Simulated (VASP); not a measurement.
# AlPt (Pm-3m) in VASP: further runs, part 2 of 2

VASP 6.6.1. Earlier steps stand in the parts before.

## Step 3: Single point, LDA (volume scaled by 0.55)

The input, INCAR:

```
ALGO = Normal ; EDIFF = 1E-6
ENCUT = 520 ; ISIF = 2
ISMEAR = -1 ; LASPH = T
LCHARG = F ; LREAL = F
LWAVE = F ; NBANDS = 14
NELM = 100 ; PREC = Accurate
SIGMA = 0.05
```

The input, KPOINTS:

```
k-points
0
Gamma
  12 12 12
```

The input, POSCAR:

```
AlPt
1.0
    2.5329693968      0.0000000000      0.0000000000
    0.0000000000      2.5329693968      0.0000000000
    0.0000000000      0.0000000000      2.5329693968
Al Pt
1 1
Direct
    0.0000000000      0.0000000000      0.0000000000
    0.5000000000      0.5000000000      0.5000000000
```

Potentials or basis: VASP PAW LDA potentials, release 64 (Al, Pt).

Started as:

```
cat potpaw_LDA.64/Al/POTCAR potpaw_LDA.64/Pt/POTCAR > POTCAR
mpirun -np 1 vasp_std > vasp.out
```

OUTCAR:

```text
EDIFF = 1E-6
   ENCUT = 520
   ISIF = 2
   ISMEAR = -1
   LASPH = T
   LREAL = F
   NELM = 100
   PREC = Accurate

 ion  position               nearest neighbor table
   1  0.000  0.000  0.000-   2 2.19   2 2.19   2 2.19   2 2.19   2 2.19   2 2.19   2 2.19   2 2.19

   2  0.500  0.500  0.500-   1 2.19   1 2.19   1 2.19   1 2.19   1 2.19   1 2.19   1 2.19   1 2.19

  LATTYP: Found a simple cubic cell.
 ALAT       =     2.5329693968

  Lattice vectors:

 A1 = (   2.5329693968,   0.0000000000,   0.0000000000)
 A2 = (   0.0000000000,   2.5329693968,   0.0000000000)
 A3 = (   0.0000000000,   0.0000000000,   2.5329693968)

Analysis of symmetry for initial positions (statically):
=====================================================================
 Subroutine PRICEL returns:
 Original cell was already a primitive cell.

 Routine SETGRP: Setting up the symmetry group for a
 simple cubic supercell.

 Subroutine GETGRP returns: Found 48 space group operations
 (whereof 48 operations were pure point group operations)
 out of a pool of 48 trial point group operations.

The static configuration has the point symmetry O_h .

Analysis of symmetry for dynamics (positions and initial velocities):
=====================================================================
 Subroutine PRICEL returns:
 Original cell was already a primitive cell.

 Routine SETGRP: Setting up the symmetry group for a
 simple cubic supercell.

 Subroutine GETGRP returns: Found 48 space group operations
 (whereof 48 operations were pure point group operations)
 out of a pool of 48 trial point group operations.

The dynamic configuration has the point symmetry O_h .

 Subroutine INISYM returns: Found 48 space group operations
 (whereof 48 operations are pure point group operations),
 and found     1 'primitive' translations

----------------------------------------------------------------------------------------

                                     Primitive cell

  volume of cell :      16.2514
[... 113 lines left out ...]
   LORBIT       =      0    0 simple, 1 ext, 2 COOP (PROOUT), +10 PAW based schemes
   GGA     = CA    functional components
   LHFCALC =     F    Hartree Fock is set to
   AEXX    =    0.0000 exact exchange contribution
   IVDW    =     0    specifies the selected vdW correction
   LEPSILON=     F    determine dielectric tensor
   LRPA    =     F    only Hartree local field effects (RPA)
 non-spin polarized calculation
  energy-cutoff  :      520.00
  volume of cell :       16.25
 maximum number of plane-waves:       461
 NGX is ok and might be reduce to    20
   NGX =  9   NGY =  9   NGZ =  9

 number of electron      13.0000000 magnetization

 Free energy of the ion-electron system (eV)
  ---------------------------------------------------
  ext. energy  EPLUGINS =         0.00000000
  ---------------------------------------------------
  free energy    TOTEN  =        -4.36627651 eV

  energy without entropy =       -4.35930949  energy(sigma->0) =       -4.36279300

 E-fermi :  23.8026     XC(G=0): -15.5031

 val. band max:       23.7968357871   @ k =   0.5000   0.4167   0.4167
 cond. band min:      23.8287957474   @ k =   0.4167   0.3333   0.1667
 fundamental gap:      0.0319599603
 Fermi energy:        23.8026268808

 k-point     1 :       0.0000    0.0000    0.0000
  band No.  band energies     occupation
      1       4.8008      2.00000
      2      10.7401      2.00000
      3      10.7401      2.00000
      4      18.3979      2.00000
      5      18.3979      2.00000
      6      18.3979      2.00000
      7      28.0789      0.00000
      8      28.0789      0.00000
      9      28.0789      0.00000
     10      33.9666      0.00000
     11      33.9666      0.00000
     12      41.8019      0.00000
     13      41.8019      0.00000
     14      41.8019      0.00000
[... 377 lines left out ...]
      1       9.4770      2.00000
      2      11.1111      2.00000
      3      15.3238      2.00000
      4      15.5011      2.00000
      5      16.0986      2.00000
      6      16.5331      2.00000
      7      22.7246      2.00000
      8      27.0839      0.00000
      9      31.1759      0.00000
     10      35.5701      0.00000
     11      36.4353      0.00000
     12      39.3634      0.00000
     13      40.1836      0.00000
     14      42.6085      0.00000

 [... further k-points ...]
[... 5 lines left out ...]
  --------------------------------------------------------------------------------------
  -------------------------------------------------------------------------------------
  Total       41.7866235     41.7866235     41.7866235     -0.0000000      0.0000000     -0.0000000
  in kB     4119.6283149   4119.6283149   4119.6283149     -0.0000000      0.0000000     -0.0000000
  external PRESSURE =    4119.6283149 kB  Pullay stress =       0.0000000 kB

 VOLUME and BASIS-vectors are now :
 -----------------------------------------------------------------------------
  energy-cutoff  :      520.00
  volume of cell :       16.25
      direct lattice vectors                 reciprocal lattice vectors
     2.532969397  0.000000000  0.000000000     0.394793558  0.000000000  0.000000000
     0.000000000  2.532969397  0.000000000     0.000000000  0.394793558  0.000000000
     0.000000000  0.000000000  2.532969397     0.000000000  0.000000000  0.394793558

 POSITION                                       TOTAL-FORCE (eV/Angst)
 -----------------------------------------------------------------------------------
      0.00000      0.00000      0.00000         0.000000      0.000000      0.000000
      1.26648      1.26648      1.26648         0.000000      0.000000      0.000000
 -----------------------------------------------------------------------------------
    total drift:                               -0.000000      0.000000     -0.000000

  FREE ENERGIE OF THE ION-ELECTRON SYSTEM (eV)
  ---------------------------------------------------
  free  energy   TOTEN  =        -4.3662765126 eV

  energy  without entropy=       -4.3593094886  energy(sigma->0) =       -4.36279300
```

OSZICAR:

```text
N       E                     dE             d eps       ncg     rms          rms(c)
DAV:   1     0.649668571517E+02    0.64967E+02   -0.61438E+03  2408   0.832E+02
DAV:   2    -0.425551657907E+01   -0.69222E+02   -0.65971E+02  2898   0.210E+02
DAV:   3    -0.553364815733E+01   -0.12781E+01   -0.12754E+01  2970   0.262E+01
DAV:   4    -0.553789901550E+01   -0.42509E-02   -0.42507E-02  2994   0.180E+00
DAV:   5    -0.553792249152E+01   -0.23476E-04   -0.23478E-04  3024   0.125E-01    0.469E+01
DAV:   6    -0.470200888390E+01    0.83591E+00   -0.59476E-01  2832   0.722E+00    0.246E+01
DAV:   7    -0.438252561791E+01    0.31948E+00   -0.10874E-01  2736   0.293E+00    0.413E+00
DAV:   8    -0.436611092013E+01    0.16415E-01   -0.13629E-02  2946   0.103E+00    0.462E-01
DAV:   9    -0.436627537712E+01   -0.16446E-03   -0.21200E-04  2928   0.108E-01    0.215E-01
DAV:  10    -0.436627650607E+01   -0.11290E-05   -0.20414E-05  3072   0.285E-02    0.848E-03
DAV:  11    -0.436627651260E+01   -0.65324E-08   -0.51006E-07  2288   0.550E-03
   1 F= -.43662765E+01 E0= -.43627930E+01  d E =-.696702E-02
```

It took 11 s on 1 thread of AMD EPYC 7R13 (Zen 3), shared host; peak memory 0.1 GiB.

Results:

* Free energy: -4.3663 eV
* Pressure: 412.0 GPa

Caveat: spin-orbit coupling is left out, which moves the levels of the heavy elements.

## Step 4: Single point, LDA (volume scaled by 0.75)

The input, INCAR:

```
SYSTEM = AlPt
PREC     = Accurate       ! precision mode
ENCUT    = 520            ! plane-wave cutoff, eV
EDIFF    = 1E-7           ! SCF threshold, eV
ISMEAR   = -1             ! smearing method
SIGMA    = 0.05           ! smearing width, eV
LREAL    = .FALSE.        ! projectors in reciprocal space
LASPH    = .TRUE.         ! aspherical terms in the spheres
NELM     = 100            ! most SCF steps
ALGO     = Normal         ! electronic algorithm
ISIF     = 2              ! what is computed and relaxed
LWAVE    = .FALSE.        ! write WAVECAR
LCHARG   = .FALSE.        ! write CHGCAR
NBANDS   = 14             ! bands
```

The input, KPOINTS:

```
regular mesh
0
G
  12 12 12
  0 0 0
```

The input, POSCAR:

```
AlPt
1.0
    2.8088559501      0.0000000000      0.0000000000
    0.0000000000      2.8088559501      0.0000000000
    0.0000000000      0.0000000000      2.8088559501
Al Pt
1 1
Direct
    0.0000000000      0.0000000000      0.0000000000
    0.5000000000      0.5000000000      0.5000000000
```

Started as:

```
cat potpaw_LDA.64/Al/POTCAR potpaw_LDA.64/Pt/POTCAR > POTCAR
mpirun -np 1 vasp_std > vasp.out
```

Run time: 18 s. Hardware: 1 thread of AMD EPYC 7R13 (Zen 3), shared host; peak memory 0.12 GiB.

It converged, with:

| Quantity | Value |
| --- | --- |
| Free energy | -12.2766 eV |
| Pressure | 88.8 GPa |

Levels at points of the mesh, in eV from the Fermi level:
| k point | band 3 | band 4 | band 5 | band 6 | band 7 | band 8 | band 9 | band 10 | band 11 | band 12 |
| --- | --- | --- | --- | --- | --- | --- | --- | --- | --- | --- |
| (0.00, 0.00, 0.00) | -8.42 | -3.69 | -3.69 | -3.69 | 4.13 | 4.13 | 4.13 | 9.89 | 9.89 | 13.83 |
| (0.50, 0.00, 0.00) | -7.51 | -5.86 | -5.86 | -3.35 | -0.95 | 4.93 | 8.98 | 8.98 | 12.10 | 13.03 |
| (0.50, 0.50, 0.00) | -5.45 | -5.45 | -4.47 | -4.47 | -1.74 | 1.66 | 5.63 | 9.64 | 12.80 | 12.80 |
| (0.50, 0.50, 0.50) | -9.25 | -1.61 | -1.61 | 1.24 | 1.24 | 1.24 | 1.36 | 7.21 | 7.99 | 7.99 |

Caveat: spin-orbit coupling is left out, which moves the levels of the heavy elements.
